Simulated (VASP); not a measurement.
A run of VASP 6.6.1 is set up as follows.

File INCAR:

```
SYSTEM = Si
PREC = Accurate
ENCUT = 520
EDIFF = 1E-6
ISMEAR = 0
SIGMA = 0.05
LREAL = .FALSE.
LASPH = .TRUE.
NELM = 100
ALGO = Normal
ISIF = 2
LWAVE = .FALSE.
LCHARG = .FALSE.
GGA = CA
NBANDS = 11
```

Contents of KPOINTS:

```
Automatic mesh
0
G
  12 12 12
  0 0 0
```

POSCAR

```
Si
1.0
    0.0000000000      2.4955872188      2.7835779839
    2.4955872188      0.0000000000      2.7835779839
    2.4955872188      2.4955872188      0.0000000000
Si
2
Direct
    0.5000000000      0.5000000000      0.5000000000
    0.7500000000      0.7500000000      0.7500000000
```

Potentials or basis: VASP PAW LDA potentials, release 64 (Si).

The run is started by

```sh
$ cat potpaw_LDA.64/Si/POTCAR > POTCAR
$ mpirun -np 1 vasp_std > vasp.out
```

Question: Predict the pressure.

Answer: 15.3 GPa.

Question: What does it give for the band gap on the k mesh?

Answer: Zero (band 4 reaches 7.67 eV, above the bottom of band 5 at 7.23 eV).

Stress tensor (GPa, compression positive):
```
19.18  0.00  0.00
 0.00 19.18  0.00
 0.00  0.00  7.63
```
